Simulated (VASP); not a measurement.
Crystal: Si6Ru.

```
CELL_PARAMETERS angstrom
3.82000 0.00000 0.00000
-1.91000 3.30822 0.00000
0.00000 0.00000 10.15000
ATOMIC_POSITIONS crystal
Si 0.33333 0.66667 0.07670
Si 0.66667 0.33333 0.92330
Si 0.33333 0.66667 0.30800
Si 0.00000 0.00000 0.38450
Si 0.66667 0.33333 0.69200
Si 0.00000 0.00000 0.61550
Ru 0.00000 0.00000 0.00000
```

* Program: VASP 6.6.1
* Task: relaxation of cell and atoms
* Functional: PBE
* Potentials or basis: VASP PAW PBE potentials, release 64 (Si, Ru_pv)
* Cutoff: 600 eV
* k mesh: 5 × 5 × 2
* Occupations: gaussian, width 0.2 eV
* Spin: no spin polarisation

At the start: pressure 7.2 GPa; volume 18.32 Å³/atom.

Q: Where does the relaxation end?

A: Over 8 steps the energy falls by 34.7 meV/atom and the volume is 19.40 Å³/atom (+5.9 %); space group P-3m1 (No. 164, to 0.05 Å).

Step by step:
| step | energy change (eV) | largest force (eV/Å) | pressure (GPa) | volume (Å³) |
| --- | --- | --- | --- | --- |
| 1 | 0.0000 | 0.2217 | 7.17 | 128.27 |
| 2 | -0.0561 | 0.7446 | -5.39 | 144.06 |
| 3 | -0.1964 | 0.5528 | -0.36 | 136.48 |
| 4 | -0.2253 | 0.2715 | -0.43 | 136.61 |
| 5 | -0.2336 | 0.1741 | -0.49 | 136.72 |
| 6 | -0.2408 | 0.1261 | 0.21 | 135.52 |
| 7 | -0.2409 | 0.1169 | 0.18 | 135.59 |
| 8 | -0.2427 | 0.0516 | -0.05 | 135.83 |

Final structure:
```
Si Ru
1.0
     3.94649    0.00000    0.00000
    -1.97325    3.41776    0.00000
     0.00000    0.00000   10.07061
Si Ru
6 1
Cartesian
  0.0000 2.2785 0.7135
  1.9732 1.1393 9.3571
  0.0000 2.2785 3.1200
  1.9732 3.4178 3.8544
  1.9732 1.1393 6.9506
  0.0000 0.0000 6.2162
  0.0000 0.0000 0.0000
```

Caveat: the k points lie up to 0.37 Å⁻¹ apart in the final cell; the relaxation stopped at a loose force limit of 0.08 eV/Å, so its end isn't a converged minimum.
